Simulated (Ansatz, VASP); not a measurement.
AlRu in VASP and in Ansatz

Contents of INCAR:

```
SYSTEM = AlRu
ALGO = Fast
EDIFF = 1E-6
ENCUT = 520
GGA = PS
ISIF = 2
ISMEAR = 0
LASPH = .TRUE.
LCHARG = .FALSE.
LREAL = .FALSE.
LWAVE = .FALSE.
NBANDS = 16
NELM = 80
PREC = Accurate
SIGMA = 0.15
```

Contents of KPOINTS:

```
k-points
0
G
  22 22 22
  0 0 0
```

POSCAR

```
AlRu
1.0
    2.6518114053      0.0000000000      0.0000000000
    0.0000000000      2.6518114053      0.0000000000
    0.0000000000      0.0000000000      3.7496613271
Al Ru
1 1
Direct
    0.0000000000      0.0000000000      0.0000000000
    0.5000000000      0.5000000000      0.5000000000
```

Input for Ansatz:

```yaml
crystal:
  lattice:
    - [2.6518114053, 0.0, 0.0]
    - [0.0, 2.6518114053, 0.0]
    - [0.0, 0.0, 3.7496613271]
  atoms:
    - { symbol: Al, position: [0.0, 0.0, 0.0] }
    - { symbol: Ru, position: [0.5, 0.5, 0.5] }
basis:
  ecutwfc: 420
kpoints:
  mp_grid: { grid: [22, 22, 22] }
hamiltonian:
  xc: pbesol
scf:
  occupations: { method: gaussian, width: 0.15 }
output:
  forces: true
  stress: true
  eigenvalues: true
  write_density: true
  write_potential: true
  elf: true
  volumetric_format: npy
```

Alike in both runs: task single point; functional PBEsol; k mesh 22 × 22 × 22; occupations gaussian, width 0.15 eV; no spin polarisation.

|  | VASP | Ansatz |
| --- | --- | --- |
| version | VASP 6.6.1 | Ansatz 0.2.0 |
| potentials or method | VASP PAW PBE potentials, release 64 (Al, Ru_pv), cutoff 520 eV | scalar-relativistic, plane waves, PAW |
| valence electrons in the cell | 17 | 19 |

Ansatz gave:

| Property | Result |
| --- | --- |
| gap on the k mesh at the Fermi level (eV) | none |
| pressure (GPa) | 8.7 |
| traceless stress, the component that is largest in VASP (GPa) | -15.59 |

Which values does VASP return?

gap on the k mesh at the Fermi level (eV): none; pressure (GPa): 8.8; traceless stress, the component that is largest in VASP (GPa): -15.62.

VASP's potentials were made for PBE, not for PBEsol. A gap of «none» marks a metal or a gap that the smearing closes. VASP's potentials hold 17 valence electrons a cell and Ansatz's 19, so a difference there can come from the potentials and not from the codes.
